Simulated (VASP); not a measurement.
# CuO (Fm-3m) in VASP: notebook, part 2 of 2

VASP 6.6.1.

### 3 Single point, PBE (8.98 Å³/atom)

This run uses another cell than the first one, of 8.98 Å³/atom.

The input, INCAR:

```
SYSTEM = CuO
PREC = Accurate
ENCUT = 520
EDIFF = 1E-6
ISMEAR = 0
SIGMA = 0.1
LREAL = .FALSE.
LASPH = .TRUE.
NELM = 100
ALGO = Normal
ISIF = 2
LWAVE = .FALSE.
LCHARG = .TRUE.
GGA = PE
LELF = .TRUE.
LVHAR = .TRUE.
NBANDS = 16
```

The input, KPOINTS:

```
regular mesh
0
G
  22 22 22
  0 0 0
```

The input, POSCAR:

```
CuO
1.0
    0.0000000000      2.0787182487      2.0787182487
    2.0787182487      0.0000000000      2.0787182487
    2.0787182487      2.0787182487      0.0000000000
Cu O
1 1
Direct
    0.0000000000      0.0000000000      0.0000000000
    0.5000000000      0.5000000000      0.5000000000
```

Potentials or basis: VASP PAW PBE potentials, release 64 (Cu, O).

On the command line:

```console
> cat potpaw_PBE.64/Cu/POTCAR potpaw_PBE.64/O/POTCAR > POTCAR
> mpirun -np 1 vasp_std > vasp.out
```

OUTCAR:

```text
SYSTEM = CuO
   PREC = Accurate
   ENCUT = 520
   EDIFF = 1E-6
   ISMEAR = 0
   LREAL = .FALSE.
   LASPH = .TRUE.
   NELM = 100
   ISIF = 2
   GGA = PE

 ion  position               nearest neighbor table
   1  0.000  0.000  0.000-   2 2.08   2 2.08   2 2.08   2 2.08   2 2.08   2 2.08
   2  0.500  0.500  0.500-   1 2.08   1 2.08   1 2.08   1 2.08   1 2.08   1 2.08

  LATTYP: Found a face centered cubic cell.
 ALAT       =     4.1574364974

  Lattice vectors:

 A1 = (   0.0000000000,   2.0787182487,   2.0787182487)
 A2 = (   2.0787182487,   0.0000000000,   2.0787182487)
 A3 = (   2.0787182487,   2.0787182487,   0.0000000000)

Analysis of symmetry for initial positions (statically):
=====================================================================
 Subroutine PRICEL returns:
 Original cell was already a primitive cell.

 Routine SETGRP: Setting up the symmetry group for a
 face centered cubic supercell.

 Subroutine GETGRP returns: Found 48 space group operations
 (whereof 48 operations were pure point group operations)
 out of a pool of 48 trial point group operations.

The static configuration has the point symmetry O_h .

Analysis of symmetry for dynamics (positions and initial velocities):
=====================================================================
 Subroutine PRICEL returns:
 Original cell was already a primitive cell.

 Routine SETGRP: Setting up the symmetry group for a
 face centered cubic supercell.

 Subroutine GETGRP returns: Found 48 space group operations
 (whereof 48 operations were pure point group operations)
 out of a pool of 48 trial point group operations.

The dynamic configuration has the point symmetry O_h .

 Subroutine INISYM returns: Found 48 space group operations
 (whereof 48 operations are pure point group operations),
 and found     1 'primitive' translations

----------------------------------------------------------------------------------------

                                     Primitive cell

  volume of cell :      17.9646

  direct lattice vectors                    reciprocal lattice vectors
[... 109 lines left out ...]
  Fermi-wavevector in a.u.,A,eV,Ry     =   1.607258  3.037277 35.147621  2.583277
  Thomas-Fermi vector in A             =   2.703315
   LORBIT       =      0    0 simple, 1 ext, 2 COOP (PROOUT), +10 PAW based schemes
   GGA     = PE    functional components
   LHFCALC =     F    Hartree Fock is set to
   AEXX    =    0.0000 exact exchange contribution
   IVDW    =     0    specifies the selected vdW correction
   LEPSILON=     F    determine dielectric tensor
   LRPA    =     F    only Hartree local field effects (RPA)
 non-spin polarized calculation
 Gauss-broadening in eV      SIGMA  =   0.10
  energy-cutoff  :      520.00
  volume of cell :       17.96
 maximum number of plane-waves:       531
 NGX is ok and might be reduce to    24
   NGX = 11   NGY = 11   NGZ = 11

 number of electron      16.9999989 magnetization

 Free energy of the ion-electron system (eV)
  ---------------------------------------------------
  ext. energy  EPLUGINS =         0.00000000
  ---------------------------------------------------
  free energy    TOTEN  =        -9.49083804 eV

  energy without entropy =       -9.48468253  energy(sigma->0) =       -9.48776028

 E-fermi :   6.9928     XC(G=0): -12.7420

 val. band max:        6.9836075894   @ k =  -0.3636   0.1364   0.0455
 cond. band min:       7.0027050730   @ k =  -0.2273   0.3636   0.1364
 fundamental gap:      0.0190974836
 Fermi energy:         6.9928058965

 k-point     1 :       0.0000    0.0000    0.0000
  band No.  band energies     occupation
      1     -13.0902      2.00000
      2       4.3367      2.00000
      3       4.3367      2.00000
      4       4.3367      2.00000
      5       4.4043      2.00000
      6       4.4043      2.00000
[... 433 lines left out ...]
      3       1.6820      2.00000
      4       1.6843      2.00000
      5       5.0129      2.00000
      6       5.0214      2.00000
[... 8 lines left out ...]
     15      32.4879      0.00000
     16      32.4931      0.00000

 [... further k-points ...]

------------------------ aborting loop because EDIFF is reached ----------------------------------------

  FORCE on cell =-STRESS in cart. coord.  units (eV):
  Direction    XX          YY          ZZ          XY          YZ          ZX
  --------------------------------------------------------------------------------------
  -------------------------------------------------------------------------------------
  Total        1.4653320      1.4653320      1.4653320     -0.0000000     -0.0000000      0.0000000
  in kB      130.6862034    130.6862034    130.6862034     -0.0000000     -0.0000000      0.0000000
  external PRESSURE =     130.6862034 kB  Pullay stress =       0.0000000 kB

 VOLUME and BASIS-vectors are now :
 -----------------------------------------------------------------------------
  energy-cutoff  :      520.00
  volume of cell :       17.96
      direct lattice vectors                 reciprocal lattice vectors
     0.000000000  2.078718249  2.078718249    -0.240532838  0.240532838  0.240532838
     2.078718249  0.000000000  2.078718249     0.240532838 -0.240532838  0.240532838
     2.078718249  2.078718249  0.000000000     0.240532838  0.240532838 -0.240532838

 POSITION                                       TOTAL-FORCE (eV/Angst)
 -----------------------------------------------------------------------------------
      0.00000      0.00000      0.00000         0.000000      0.000000     -0.000000
      2.07872      2.07872      2.07872        -0.000000     -0.000000      0.000000
 -----------------------------------------------------------------------------------
    total drift:                                0.000000     -0.000000     -0.000000

  FREE ENERGIE OF THE ION-ELECTRON SYSTEM (eV)
  ---------------------------------------------------
  free  energy   TOTEN  =        -9.4908380374 eV

  energy  without entropy=       -9.4846825277  energy(sigma->0) =       -9.48776028
```

OSZICAR:

```text
N       E                     dE             d eps       ncg     rms          rms(c)
DAV:   1     0.828784558470E+02    0.82878E+02   -0.83507E+03 11792   0.166E+03
DAV:   2    -0.793648234033E+01   -0.90815E+02   -0.81670E+02 11208   0.284E+02
DAV:   3    -0.121185015863E+02   -0.41820E+01   -0.39805E+01 13096   0.605E+01
DAV:   4    -0.121571143078E+02   -0.38613E-01   -0.38601E-01 12144   0.565E+00
DAV:   5    -0.121576345992E+02   -0.52029E-03   -0.52029E-03 13920   0.686E-01    0.107E+01
DAV:   6    -0.106646200697E+02    0.14930E+01   -0.11097E+01 12680   0.993E+01    0.792E+00
DAV:   7    -0.952482148732E+01    0.11398E+01   -0.32058E+00 13640   0.757E+01    0.162E+00
DAV:   8    -0.951054261245E+01    0.14279E-01   -0.20314E-01 15400   0.544E+00    0.987E-01
DAV:   9    -0.949164353415E+01    0.18899E-01   -0.17599E-02 17464   0.479E+00    0.268E-01
DAV:  10    -0.949076873334E+01    0.87480E-03   -0.36232E-03 16192   0.161E+00    0.782E-02
DAV:  11    -0.949086251407E+01   -0.93781E-04   -0.75513E-04 15728   0.385E-01    0.420E-02
DAV:  12    -0.949084065340E+01    0.21861E-04   -0.82761E-05 15544   0.116E-01    0.117E-02
DAV:  13    -0.949083813126E+01    0.25221E-05   -0.62838E-06 15752   0.384E-02    0.153E-03
DAV:  14    -0.949083803739E+01    0.93862E-07   -0.53687E-07  6328   0.746E-03
   1 F= -.94908380E+01 E0= -.94877603E+01  d E =-.615551E-02
```

It took 1.7 min on 1 thread of Intel Xeon 8259CL, shared host; peak memory 0.22 GiB.

Results:

```
Free energy            : -9.4908 eV
Pressure               : 13.1 GPa
Band gap on the k mesh : zero (an odd number of electrons rules out a gap without spin polarisation)
```

Caveat: the cell stands under pressure; an odd number of electrons without spin polarisation forces a metal; a magnetic or distorted state may lie lower; semilocal functionals often make such compounds metallic where correlation or magnetic order opens a gap, which also shifts bond lengths. With open d or f shells a metallic result of PBE can be an artefact of self-interaction; +U or a hybrid may open a gap.
